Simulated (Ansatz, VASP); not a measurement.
## Two plane-wave programs on As

The input INCAR:

```
SYSTEM = As
ALGO = Normal
DIPOL = 0.5 0.5 0.347
EDIFF = 1E-7
ENCUT = 520
GGA = PE
IDIPOL = 3
ISIF = 2
ISMEAR = 0
LASPH = .True.
LCHARG = .False.
LDIPOL = .True.
LREAL = .False.
LWAVE = .False.
NBANDS = 12
NELM = 100
PREC = Accurate
SIGMA = 0.01
```

Contents of KPOINTS:

```
k-points
0
Gamma
  6 6 1
  0 0 0
```

POSCAR

```
As
1.0
    3.5749013640      0.0000000000      0.0000000000
   -1.7874506820      3.0959553972      0.0000000000
    0.0000000000      0.0000000000     26.4156438000
As
2
Direct
    0.3333333333      0.6666666667      0.3206195636
    0.6666666667      0.3333333333      0.3724478490
```

Input for Ansatz:

```yaml
crystal:
  lattice:
    - [3.574901364, 0.0, 0.0]
    - [-1.787450682, 3.0959553972, 0.0]
    - [0.0, 0.0, 26.4156438]
  atoms:
    - { symbol: As, position: [0.3333333333, 0.6666666667, 0.3206195636] }
    - { symbol: As, position: [0.6666666667, 0.3333333333, 0.372447849] }
  periodic: [true, true, false]
kpoints:
  mp_grid: { grid: [6, 6, 1] }
hamiltonian:
  xc: pbe
scf:
  occupations: { method: fixed }
output:
  optics:
    e_range: [0, 13]
    de: 0.05
    sigma: 0.1
    bands: { spectra_wanted_up_to: 13 }
    scissors: 0.798
  write_density: true
  write_potential: true
  elf: true
  volumetric_format: npy
```

Alike in both runs: task single point; functional PBE; k mesh 6 × 6 × 1; no spin polarisation.

|  | VASP | Ansatz |
| --- | --- | --- |
| version | VASP 6.6.1 | Ansatz 0.2.0 |
| potentials or method | VASP PAW PBE potentials, release 64 (As) | plane waves, PAW |
| plane-wave cutoff (eV) | 520 | 420 |
| occupations | gaussian, width 0.01 eV | fixed |
| valence electrons in the cell | 10 | 30 |

|  | VASP | Ansatz | Ansatz less VASP |
| --- | --- | --- | --- |
| gap on the k mesh at the Fermi level (eV) | 1.67 | 1.67 | -0.002 |

VASP's potentials hold 10 valence electrons a cell and Ansatz's 30, so a difference there can come from the potentials and not from the codes. Ansatz's warnings: xc potential rough in thin density.
